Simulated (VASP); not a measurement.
Wanted: the native input for a VASP 6.6.1 run.

```yaml
Task: single point
Functional: PBE
Potentials_or_basis: VASP PAW PBE potentials, release 64 (Ta_pv, N)
Cutoff: 520 eV
k_mesh: 6 × 6 × 6
Occupations: fermi-dirac, width 0.06 eV
Spin: no spin polarisation
Dipole_correction: no
Further_INCAR_settings: ALGO = Normal; EDIFF = 1e-07; NBANDS = 15
```

The structure of TaN lies in POSCAR:

```
TaN
1.0
    0.0000000000      2.2113230000      2.2113230000
    2.2113230000      0.0000000000      2.2113230000
    2.2113230000      2.2113230000      0.0000000000
Ta N
1 1
Direct
    0.5000000000      0.5000000000      0.5000000000
    0.0000000000      0.0000000000      0.0000000000
```

These files were run (other wordings do the same):

INCAR

```
  PREC = Accurate
  ENCUT = 520
  EDIFF = 1E-7
  ISMEAR = -1
  SIGMA = 0.06
  LREAL = F
  LASPH = T
  NELM = 80
  ALGO = Normal
  ISIF = 2
  LWAVE = F
  LCHARG = F
  GGA = PE
  NBANDS = 15
```

KPOINTS

```
regular mesh
0
Gamma
  6 6 6
```

Potentials or basis: VASP PAW PBE potentials, release 64 (Ta_pv, N).

Launch:

```console
$ cat potpaw_PBE.64/Ta_pv/POTCAR potpaw_PBE.64/N/POTCAR > POTCAR
$ mpirun -np 1 vasp_std > vasp.out
```

It gave:

```yaml
Pressure: 0.1 GPa
Band_gap_on_the_k_mesh: zero (band 8 reaches 11.20 eV, above the bottom of band 9 at 7.29 eV)
```

Caveat: the k points lie up to 0.41 Å⁻¹ apart; spin-orbit coupling is left out, which moves the levels of the heavy elements.

Run time: 3.1 s on 1 thread of Intel Xeon 6975P-C (shared host), peak memory 0.14 GiB.
